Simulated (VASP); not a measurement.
Here is a VASP 6.6.1 calculation.

The input INCAR:

```
SYSTEM = Na
ALGO     = Fast           ! electronic algorithm
EDIFF    = 1E-7           ! SCF threshold, eV
ENCUT    = 520            ! plane-wave cutoff, eV
GGA      = CA             ! functional
ISIF     = 2              ! what is computed and relaxed
ISMEAR   = 0              ! smearing method
LASPH    = .True.         ! aspherical terms in the spheres
LCHARG   = .True.         ! write CHGCAR
LELF     = .True.         ! ELF
LREAL    = .False.        ! projectors in reciprocal space
LVHAR    = .True.       
LWAVE    = .False.        ! write WAVECAR
NBANDS   = 10             ! bands
NELM     = 80             ! most SCF steps
PREC     = Accurate       ! precision mode
SIGMA    = 0.01           ! smearing width, eV
```

KPOINTS

```
k-points
0
Gamma
  9 9 9
  0 0 0
```

File POSCAR:

```
Na
1.0
   -2.1455247028      2.1673744553      2.1183066313
    2.2254515525     -2.1178365385      2.1486955643
    2.1508779223      2.1231907647     -2.0687687145
Na
1
Direct
    0.0000000000      0.0000000000      0.0000000000
```

Potentials or basis: VASP PAW LDA potentials, release 64 (Na_pv).

The run is started by

```console
$ cat potpaw_LDA.64/Na_pv/POTCAR > POTCAR
$ mpirun -np 1 vasp_std > vasp.out
```

(1) What does it give for the pressure?

## Answers

(1) -1.2 GPa.
